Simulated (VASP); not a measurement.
**Al2SiF2: single point with PBE**

Crystal: Al2SiF2.

```
Al Si F
1.0
     3.79365    0.00000    0.00000
     0.00000    3.79365    0.00000
     0.00000    0.00000    5.75893
Al Si F
2 1 2
Cartesian
  1.8968 1.8968 0.0000
  0.0000 0.0000 2.8795
  1.8968 1.8968 2.8795
  0.0000 0.0000 1.1467
  0.0000 0.0000 4.6122
```

The cell was built from a structure type or drawn by symmetry, and may not be a known phase.

```yaml
Program: VASP 6.6.1
Task: single point
Functional: PBE
Potentials_or_basis: VASP PAW PBE potentials, release 64 (Al, Si, F)
Cutoff: 600 eV
k_mesh: 4 × 4 × 2
Occupations: gaussian, width 0.15 eV
Spin: no spin polarisation
```

- Pressure: 0.0 GPa
- Largest force: 0.044 eV/Å
- Band gap on the k mesh: zero (bands 12 and 13 overlap by 1.98 eV)

Forces on the atoms (eV/Å):
```
Al   0.000  0.000  0.000
Al   0.000  0.000  0.000
Si   0.000  0.000  0.000
F    0.000  0.000 -0.044
F    0.000  0.000  0.044
```

Stress tensor (GPa, compression positive):
```
-0.12  0.00  0.00
 0.00 -0.12  0.00
 0.00  0.00  0.26
```

Levels at points of the mesh, in eV from the Fermi level:
| k point | band 10 | band 11 | band 12 | band 13 | band 14 | band 15 |
| --- | --- | --- | --- | --- | --- | --- |
| (0.00, 0.00, 0.00) | -2.71 | -2.13 | 0.46 | 0.46 | 3.17 | 3.23 |
| (0.50, 0.00, 0.00) | -3.72 | -1.90 | -0.77 | 1.07 | 1.86 | 4.18 |
| (0.50, 0.50, 0.00) | -2.19 | -2.19 | -1.29 | -1.06 | 0.49 | 2.44 |
| (0.00, 0.00, 0.50) | -4.81 | 0.51 | 0.51 | 1.82 | 2.16 | 3.44 |
| (0.50, 0.00, 0.50) | -2.92 | -2.46 | 0.63 | 1.21 | 2.25 | 2.66 |
| (0.50, 0.50, 0.50) | -3.40 | -2.04 | -2.04 | 0.98 | 2.28 | 2.28 |

Run time: 20 s on 1 thread of Intel(R) Xeon(R) Platinum 8259CL CPU @ 2.50GHz (Skylake/Cascade Lake) (shared host), peak memory 0.2 GiB.

Caveat: the k points lie up to 0.55 Å⁻¹ apart, too coarse for converged energies and pressures of a metal.
